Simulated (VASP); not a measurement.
# Ge in VASP: a series of runs

Ge is run at these levels: r2SCAN, PBEsol; tasks: single point.

Program: VASP 6.6.1. These are calculated values, not measurements. Logs are shortened: lines on timing, memory, paths and dates and some standing lists are left out, and cuts for length are marked.

**1. The cell of the first run**

The typed cell holds 2 atoms: a = 3.914 Å, b = 3.914 Å, c = 3.914 Å, α = 100.77°, β = 94.74°, γ = 136.93°.

**2. Single point, r2SCAN**

File POSCAR:

```
Ge
1.0
   -2.4958980000      2.6508630000      1.4369470000
    2.4958980000     -2.6508630000      1.4369470000
    2.4958980000      2.6508630000     -1.4369470000
Ge
2
Direct
    0.2983960000      0.0372420000      0.2393350000
    0.6945250000      0.9475460000      0.7538390000
```

File INCAR.step1:

```
PREC = Accurate
ENCUT = 520
ISMEAR = 1
SIGMA = 0.025
LREAL = F
LASPH = T
NELM = 80
NBANDS = 21
GGA = PE
ALGO = Normal
EDIFF = 1E-4
LWAVE = T
LCHARG = F
```

File INCAR.step2:

```
PREC = Accurate
ENCUT = 520
EDIFF = 1E-7
ISMEAR = 1
SIGMA = 0.025
LREAL = F
LASPH = T
NELM = 80
ALGO = Normal
ISIF = 2
LWAVE = F
LCHARG = F
METAGGA = R2SCAN
LMIXTAU = T
NBANDS = 21
ISTART = 1
```

File KPOINTS:

```
regular mesh
0
Gamma
  8 8 5
```

Potentials or basis: VASP PAW PBE potentials, release 64 (Ge_d).

On the command line:

```
$ cat potpaw_PBE.64/Ge_d/POTCAR > POTCAR
$ cp INCAR.step1 INCAR
$ mpirun -np 1 vasp_std > vasp.out
$ cp INCAR.step2 INCAR
$ mpirun -np 1 vasp_std > vasp.out
```

OUTCAR:

```text
PREC = Accurate
   ENCUT = 520
   EDIFF = 1E-7
   ISMEAR = 1
   LREAL = F
   LASPH = T
   NELM = 80
   ISIF = 2
   METAGGA = R2SCAN
   ISTART = 1

 ion  position               nearest neighbor table
   1  0.298  0.037  0.239-   2 2.67   2 2.67   2 2.68   2 2.81
   2  0.695  0.948  0.754-   1 2.67   1 2.67   1 2.68   1 2.81

  LATTYP: Found a body centered orthorhombic cell.
 ALAT       =     2.8738940000
 B/A-ratio  =     1.7369450648
 C/A-ratio  =     1.8447882907

  Lattice vectors:

 A1 = (   2.4958980000,  -2.6508630000,   1.4369470000)
 A2 = (  -2.4958980000,  -2.6508630000,  -1.4369470000)
 A3 = (   2.4958980000,   2.6508630000,  -1.4369470000)

Analysis of symmetry for initial positions (statically):
=====================================================================
 Subroutine PRICEL returns:
 Original cell was already a primitive cell.

 Routine SETGRP: Setting up the symmetry group for a
 body centered orthorhombic supercell.

 Subroutine GETGRP returns: Found  2 space group operations
 (whereof  1 operations were pure point group operations)
 out of a pool of  8 trial point group operations.

The static configuration has the point symmetry C_1 .
 The point group associated with its full space group is S_2 .

Analysis of symmetry for dynamics (positions and initial velocities):
=====================================================================
 Subroutine PRICEL returns:
 Original cell was already a primitive cell.

 Routine SETGRP: Setting up the symmetry group for a
 body centered orthorhombic supercell.

 Subroutine GETGRP returns: Found  2 space group operations
 (whereof  1 operations were pure point group operations)
 out of a pool of  8 trial point group operations.

The dynamic configuration has the point symmetry C_1 .
 The point group associated with its full space group is S_2 .

 Subroutine INISYM returns: Found  2 space group operations
 (whereof  1 operations are pure point group operations),
 and found     1 'primitive' translations

----------------------------------------------------------------------------------------

                                     Primitive cell

  volume of cell :      38.0290

  direct lattice vectors                    reciprocal lattice vectors
    -2.495898000  2.650863000  1.436947000     0.000000000  0.188617820  0.347959946
     2.495898000 -2.650863000  1.436947000     0.200328699  0.000000000  0.347959946
     2.495898000  2.650863000 -1.436947000     0.200328699  0.188617820  0.000000000

  length of vectors
     3.914255760  3.914255760  3.914255760     0.395793893  0.401506801  0.275151358

  position of ions in fractional coordinates (direct lattice)
     0.298396000  0.037242000  0.239335000
     0.694525000  0.947546000  0.753839000

  ion indices of the primitive-cell ions
   primitive index   ion index
                 1           1
                 2           2

----------------------------------------------------------------------------------------

 KPOINTS: regular mesh

Automatic generation of k-mesh.
 Grid dimensions read from file:
 generate k-points for:    8    8    5

 Generating k-lattice:

  Cartesian coordinates                     Fractional coordinates (reciprocal lattice)
     0.000000000  0.023577227  0.043494993     0.125000000  0.000000000  0.000000000
     0.025041087  0.000000000  0.043494993     0.000000000  0.125000000  0.000000000
     0.040065740  0.037723564  0.000000000     0.000000000  0.000000000  0.200000000

  Length of vectors
     0.049474237  0.050188350  0.055030272

  Shift w.r.t. Gamma in fractional coordinates (k-lattice)
     0.000000000  0.000000000  0.000000000

 -----------------------------------------------------------------------------
|                                                                             |
|           W    W    AA    RRRRR   N    N  II  N    N   GGGG   !!!           |
|           W    W   A  A   R    R  NN   N  II  NN   N  G    G  !!!           |
|           W    W  A    A  R    R  N N  N  II  N N  N  G       !!!           |
|           W WW W  AAAAAA  RRRRR   N  N N  II  N  N N  G  GGG   !            |
|           WW  WW  A    A  R   R   N   NN  II  N   NN  G    G                |
|           W    W  A    A  R    R  N    N  II  N    N   GGGG   !!!           |
|                                                                             |
|     Your reciprocal lattice and k-lattice belong to different lattice       |
|     classes:                                                                |
|                                                                             |
|        The reciprocal lattice is face-centered orthorhombic,                |
|        whereas your k-lattice is triclinic.                                 |
|                                                                             |
|     Results are often still useful ...                                      |
|                                                                             |
 -----------------------------------------------------------------------------

 WARNING: IBZKPT: internal override: KBLOWUP is changed to .FALSE.
      ... skipping the blow-up phase ...

 Subroutine IBZKPT returns following result:
 ===========================================

 Found    162 irreducible k-points:

 Following reciprocal coordinates:
            Coordinates               Weight
  0.000000  0.000000  0.000000      1.000000
  0.125000  0.000000 -0.000000      2.000000
  0.250000  0.000000 -0.000000      2.000000
  0.375000  0.000000 -0.000000      2.000000
  0.500000  0.000000 -0.000000      1.000000
  0.000000  0.125000 -0.000000      2.000000
[... 16 lines left out ...]
  0.125000  0.375000  0.000000      2.000000
  0.250000  0.375000 -0.000000      2.000000
 [... further k-points ...]
   k-points           NKPTS =    162   k-points in BZ     NKDIM =    162   number of bands    NBANDS=     21
   number of dos      NEDOS =    301   number of ions     NIONS =      2
   total plane-waves  NPLWV =  27000
   dimension x,y,z NGX =    30 NGY =   30 NGZ =   30
   dimension x,y,z NGXF=    60 NGYF=   60 NGZF=   60
   ions per type =               2
   NGX,Y,Z   is equivalent  to a cutoff of  12.74, 12.74, 12.74 a.u.
   NGXF,Y,Z  is equivalent  to a cutoff of  25.48, 25.48, 25.48 a.u.
 SYSTEM =  unknown system
   PREC   = accura    normal or accurate (medium, high low for compatibility)
   ISTART =      1    job   : 0-new  1-cont  2-samecut
   ICHARG =      0    charge: 1-file 2-atom 10-const
   ISPIN  =      1    spin polarized calculation?
   LNONCOLLINEAR =      F non collinear calculations
   LSORBIT =      F    spin-orbit coupling
   LASPH  =      T    aspherical Exc in radial PAW
   ENCUT  =  520.0 eV  38.22 Ry    6.18 a.u.   7.28  7.28  7.28*2*pi/ulx,y,z
   NELM   =     80;   NELMIN=  2; NELMDL=  0     # of ELM steps
   EDIFF  = 0.1E-06   stopping-criterion for ELM
   LREAL  =      F    real-space projection
   EDIFFG = 0.1E-05   stopping-criterion for IOM
   NSW    =      0    number of steps for IOM
   IBRION =     -1    ionic relax: 0-MD 1-quasi-New 2-CG
   NFREE  =      0    steps in history (QN), initial steepest desc. (CG)
   ISIF   =      2    stress and relaxation
   ISYM   =      2    0-nonsym 1-usesym 2-fastsym
   POTIM  = 0.5000    time-step for ionic-motion
   TEBEG  =    0.0;   TEEND  =   0.0 temperature during run
   PSTRESS=    0.0 pullay stress
   NELECT =      28.0000    total number of electrons
   NUPDOWN=      -1.0000    fix difference up-down
   EMIN   =  10.00;   EMAX   =-10.00  energy-range for DOS
   EFERMI =   0.00;   METHOD = LEGACY
   ISMEAR =     1;   SIGMA  =   0.03  broadening in eV -4-tet -1-fermi 0-gaus
   EFERMI_NEDOS =   21; number of points for ismear=-14 and -15
   IALGO  =     38    algorithm
   IMIX   =      4    mixing-type and parameters
     AMIX     =   0.40;   BMIX     =  1.00
     AMIX_MAG =   1.60;   BMIX_MAG =  1.00
  volume/ion in A,a.u.               =      19.01       128.32
  Fermi-wavevector in a.u.,A,eV,Ry     =   1.478277  2.793539 29.732860  2.185304
  Thomas-Fermi vector in A             =   2.592578
   LORBIT       =      0    0 simple, 1 ext, 2 COOP (PROOUT), +10 PAW based schemes
   METAGGA = R2SCAN    functional components
   LHFCALC =     F    Hartree Fock is set to
   AEXX    =    0.0000 exact exchange contribution
   IVDW    =     0    specifies the selected vdW correction
   LEPSILON=     F    determine dielectric tensor
   LRPA    =     F    only Hartree local field effects (RPA)
 non-spin polarized calculation
 Methfessel and Paxton  Order N= 1 SIGMA  =   0.03
  energy-cutoff  :      520.00
  volume of cell :       38.03
 maximum number of plane-waves:      1042
 NGX is ok and might be reduce to    30
   NGX = 15   NGY = 15   NGZ = 15

 number of electron      28.0000002 magnetization

 Free energy of the ion-electron system (eV)
  ---------------------------------------------------
  ext. energy  EPLUGINS =         0.00000000
  ---------------------------------------------------
  free energy    TOTEN  =       -26.99462940 eV

  energy without entropy =      -26.99465694  energy(sigma->0) =      -26.99463858

 E-fermi :   6.3880     XC(G=0): -12.2443

 val. band max:        6.3799092795   @ k =   0.2500   0.3750  -0.0000
 cond. band min:       6.4008622472   @ k =  -0.2500   0.2500  -0.0000
 fundamental gap:      0.0209529678
 Fermi energy:         6.3879785852

 k-point     1 :       0.0000    0.0000    0.0000
  band No.  band energies     occupation
      1     -19.0848      2.00000
      2     -19.0045      2.00000
      3     -18.9950      2.00000
      4     -18.9919      2.00000
      5     -18.9633      2.00000
      6     -18.9201      2.00000
[... 13 lines left out ...]
     20      17.5095      0.00000
     21      19.6008      0.00000

 k-point     2 :       0.1250    0.0000   -0.0000
  band No.  band energies     occupation
      1     -19.0713      2.00000
      2     -18.9903      2.00000
      3     -18.9834      2.00000
      4     -18.9782      2.00000
      5     -18.9628      2.00000
      6     -18.9244      2.00000
[... 13 lines left out ...]
     20      17.3823      0.00000
     21      19.4052      0.00000
[... 487 lines left out ...]
      5     -18.9273      2.00000
      6     -18.8937      2.00000
[... 13 lines left out ...]
     20      17.3766      0.00000
     21      19.1393      0.00000

 k-point    24 :       0.2500    0.3750   -0.0000
  band No.  band energies     occupation
      1     -19.0336      2.00000
      2     -19.0050      2.00000
      3     -18.9736      2.00000
      4     -18.9393      2.00000
      5     -18.9125      2.00000
      6     -18.9035      2.00000
[... 13 lines left out ...]
     20      18.1476      0.00000
     21      18.9045      0.00000

 [... further k-points ...]
[... 5 lines left out ...]
  --------------------------------------------------------------------------------------
  -------------------------------------------------------------------------------------
  Total       -0.4072109     -0.4712897     -0.0132317     -0.2116660     -0.1453486     -0.0791825
  in kB      -17.1559643    -19.8556288     -0.5574553     -8.9175777     -6.1235978     -3.3359909
  external PRESSURE =     -12.5230161 kB  Pullay stress =       0.0000000 kB

 VOLUME and BASIS-vectors are now :
 -----------------------------------------------------------------------------
  energy-cutoff  :      520.00
  volume of cell :       38.03
      direct lattice vectors                 reciprocal lattice vectors
    -2.495898000  2.650863000  1.436947000     0.000000000  0.188617820  0.347959946
     2.495898000 -2.650863000  1.436947000     0.200328699  0.000000000  0.347959946
     2.495898000  2.650863000 -1.436947000     0.200328699  0.188617820  0.000000000

 POSITION                                       TOTAL-FORCE (eV/Angst)
 -----------------------------------------------------------------------------------
     -0.05446      1.32673      0.13838         0.002106      0.016988      0.035903
      2.51302      1.32760      1.27634        -0.002106     -0.016988     -0.035903
 -----------------------------------------------------------------------------------
    total drift:                               -0.000610      0.000030      0.000074

  FREE ENERGIE OF THE ION-ELECTRON SYSTEM (eV)
  ---------------------------------------------------
  free  energy   TOTEN  =       -26.9946293981 eV

  energy  without entropy=      -26.9946569444  energy(sigma->0) =      -26.99463858
```

It took 9 min on 1 thread of Intel Xeon Platinum 8488C (Sapphire Rapids), shared host; peak memory 0.23 GiB.

What came out:

```yaml
Free_energy: -26.9946 eV
Pressure: -1.3 GPa
Largest_force: 0.040 eV/Å
Band_gap_on_the_k_mesh: zero (bands 14 and 15 overlap by 4.64 eV)
```

Forces on the atoms (eV/Å):
```
Ge   0.002  0.017  0.036
Ge  -0.002 -0.017 -0.036
```

Stress tensor (GPa, compression positive):
```
-1.72 -0.89 -0.33
-0.89 -1.99 -0.61
-0.33 -0.61 -0.06
```

Caveat: the PAW data sets were made with another functional, which shifts forces and pressure a little.

**3. Single point, r2SCAN**

POSCAR is that of step 2.

File INCAR.step1:

```
  ALGO = Normal
  EDIFF = 1E-4
  ENCUT = 520
  GGA = PE
  ISMEAR = 1
  LASPH = True
  LCHARG = False
  LREAL = False
  LWAVE = True
  NBANDS = 21
  NELM = 100
  PREC = Accurate
  SIGMA = 0.01
```

File INCAR.step2:

```
  ALGO = Normal
  EDIFF = 1E-6
  ENCUT = 520
  ISIF = 2
  ISMEAR = 1
  ISTART = 1
  LASPH = True
  LCHARG = False
  LMIXTAU = True
  LREAL = False
  LWAVE = False
  METAGGA = R2SCAN
  NBANDS = 21
  NELM = 100
  PREC = Accurate
  SIGMA = 0.01
```

File KPOINTS:

```
k-points
0
Gamma
  8 8 5
```

Potentials or basis: VASP PAW PBE potentials, release 64 (Ge_d).

On the command line:

```
$ cat potpaw_PBE.64/Ge_d/POTCAR > POTCAR
$ cp INCAR.step1 INCAR
$ mpirun -np 1 vasp_std > vasp.out
$ cp INCAR.step2 INCAR
$ mpirun -np 1 vasp_std > vasp.out
```

Wall time 7.7 min (1 thread of Intel Xeon Platinum 8488C (Sapphire Rapids), shared host); peak memory 0.24 GiB.

Results (log left out):

| Quantity | Value |
| --- | --- |
| Free energy | -26.9947 eV |
| Pressure | -1.1 GPa |
| Largest force | 0.039 eV/Å |
| Band gap on the k mesh | zero (bands 14 and 15 overlap by 4.64 eV) |

Forces in eV/Å, atoms in the order of the input:
```
Ge   0.002  0.014  0.036
Ge  -0.002 -0.014 -0.036
```

Stress tensor (GPa, compression positive):
```
-1.63 -0.88 -0.45
-0.88 -1.83 -0.68
-0.45 -0.68  0.09
```

Levels at points of the mesh, in eV from the Fermi level:
```csv
k point,band 10,band 11,band 12,band 13,band 14,band 15,band 16,band 17,band 18,band 19
"(0.00, 0.00, 0.00)",-25.14,-13.72,-3.83,-2.54,-2.07,3.91,7.42,7.54,8.36,8.63
"(0.50, 0.00, 0.00)",-25.24,-8.29,-7.38,-1.92,-1.69,-0.60,1.42,3.52,4.50,10.23
"(0.00, 0.50, 0.00)",-25.15,-8.58,-5.92,-3.66,-2.46,-1.96,3.63,4.31,6.86,9.06
"(0.50, 0.50, 0.00)",-25.25,-11.02,-10.64,0.55,0.73,2.53,2.65,6.95,7.30,11.22
```

Caveat: the PAW data sets were made with another functional, which shifts forces and pressure a little.

(Part 1 of 2 ends here.)
